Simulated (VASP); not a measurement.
A run of VASP 6.6.1:

Contents of POSCAR:

```
CaSe
1.0
    0.0000000000      2.9789654395      2.9789654395
    2.9789654395      0.0000000000      2.9789654395
    2.9789654395      2.9789654395      0.0000000000
Ca Se
1 1
Direct
    0.0000000000      0.0000000000      0.0000000000
    0.5000000000      0.5000000000      0.5000000000
```

File INCAR.step1:

```
SYSTEM = CaSe
PREC = Accurate
ENCUT = 520
EDIFF = 1E-7
ISMEAR = -1
SIGMA = 0.08
LREAL = .False.
LASPH = .True.
NELM = 80
ALGO = Normal
ISIF = 2
LWAVE = .False.
LCHARG = .True.
GGA = PE
NBANDS = 15
```

Contents of KPOINTS.step1:

```
Automatic mesh
0
Gamma
  12 12 12
  0 0 0
```

INCAR.step2

```
SYSTEM = CaSe
PREC = Accurate
ENCUT = 520
EDIFF = 1E-7
ISMEAR = -5
SIGMA = 0.08
LREAL = .False.
LASPH = .True.
NELM = 80
ALGO = Normal
ISIF = 2
LWAVE = .False.
LCHARG = .False.
GGA = PE
LORBIT = 11
NEDOS = 1001
ICHARG = 11
```

The input KPOINTS.step2:

```
Automatic mesh
0
Gamma
  18 18 18
  0 0 0
```

Potentials or basis: VASP PAW PBE potentials, release 64 (Ca_sv, Se).

The run is started by

```bash
$ cat potpaw_PBE.64/Ca_sv/POTCAR potpaw_PBE.64/Se/POTCAR > POTCAR
$ cp INCAR.step1 INCAR
$ cp KPOINTS.step1 KPOINTS
$ mpirun -np 1 vasp_std > vasp.out
$ cp INCAR.step2 INCAR
$ cp KPOINTS.step2 KPOINTS
$ mpirun -np 1 vasp_std > vasp.out
```

Hardware: 1 thread of Intel(R) Xeon(R) 6975P-C (Granite Rapids), on a shared host.

Task: Estimate the wall time of this run.

Result: It took 39 s on 1 thread of Intel(R) Xeon(R) 6975P-C (Granite Rapids) (shared host), peak memory 0.28 GiB. Counts: k points 195.
